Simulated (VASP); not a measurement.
## BeS: single point with PBE-based screened hybrid with 10 % exact exchange

Crystal: BeS.

```
Be S
1.0
     0.00000    2.43431    2.43431
     2.43431    0.00000    2.43431
     2.43431    2.43431    0.00000
Be S
1 1
Direct
  0.00000 0.00000 0.00000
  0.25000 0.25000 0.25000
```

| Item | Value |
| --- | --- |
| Program | VASP 6.6.1 |
| Task | single point |
| Functional | PBE-based screened hybrid with 10 % exact exchange |
| Potentials or basis | VASP PAW PBE potentials, release 64 (Be, S) |
| Cutoff | 520 eV |
| k mesh | 4 × 4 × 4 |
| Occupations | gaussian, width 0.01 eV |
| Spin | no spin polarisation |
| Dipole correction | no |
| Grid for exact exchange (PRECFOCK) | Normal |
| Share of exact exchange | 0.1 |
| Further INCAR settings | ALGO = Normal; EDIFF = 1e-07; NBANDS = 11 |
| Screening parameter | 0.3 1/Å |

```yaml
Pressure: 0.4 GPa
Band_gap_on_the_k_mesh: 3.42 eV (least direct gap 6.05 eV)
```

Levels at points of the mesh, in eV from the valence-band top:
```tsv
k point	band 1	band 2	band 3	band 4	band 5	band 6	band 7	band 8	band 9
(0.00, 0.00, 0.00)	-14.14	0.00	0.00	0.00	6.05	6.05	6.05	6.17	13.26
(0.50, 0.00, 0.00)	-12.49	-5.91	-1.05	-1.05	5.79	6.94	6.94	11.59	15.43
(0.50, 0.50, 0.00)	-11.94	-5.15	-2.69	-2.69	3.42	5.24	13.27	13.27	15.98
```

Wall time 2.1 min on 1 thread of Intel Xeon 8259CL, on a shared host, peak memory 0.25 GiB.

Caveat: the k points lie up to 0.56 Å⁻¹ apart; the PAW data sets were made with another functional, which shifts forces and pressure a little. A k mesh can miss the band edges.
